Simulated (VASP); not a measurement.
Here is a VASP 6.6.1 calculation.

INCAR

```
PREC = Accurate ; ENCUT = 450
EDIFF = 1E-7 ; ISMEAR = -1
SIGMA = 0.02 ; LREAL = False
LASPH = True ; NELM = 120
ALGO = Normal ; ISIF = 2
LWAVE = False ; LCHARG = False
GGA = PE ; IBRION = 2
NSW = 80 ; EDIFFG = -0.02
GGA_COMPAT = False ; NELMIN = 4
```

The input KPOINTS:

```
regular mesh
0
Gamma
  14 14 14
```

Contents of POSCAR:

```
Si
1.0
    0.0000000000      2.7153500000      2.7696570000
    2.7153500000      0.0000000000      2.7696570000
    2.7153500000      2.7153500000      0.0000000000
Si
2
Direct
    0.0000000000      0.0000000000      0.0000000000
    0.2500000000      0.2500000000      0.2500000000
```

Potentials or basis: VASP PAW PBE potentials, release 64 (Si).

Launch:

```console
$ cat potpaw_PBE.64/Si/POTCAR > POTCAR
$ mpirun -np 1 vasp_std > vasp.out
```

(1) Predict the band gap on the k mesh.

Results:

(1) 0.51 eV (least direct gap 2.49 eV).

Caveat: the cell differs from its parent crystal (z stretched by +2 %).
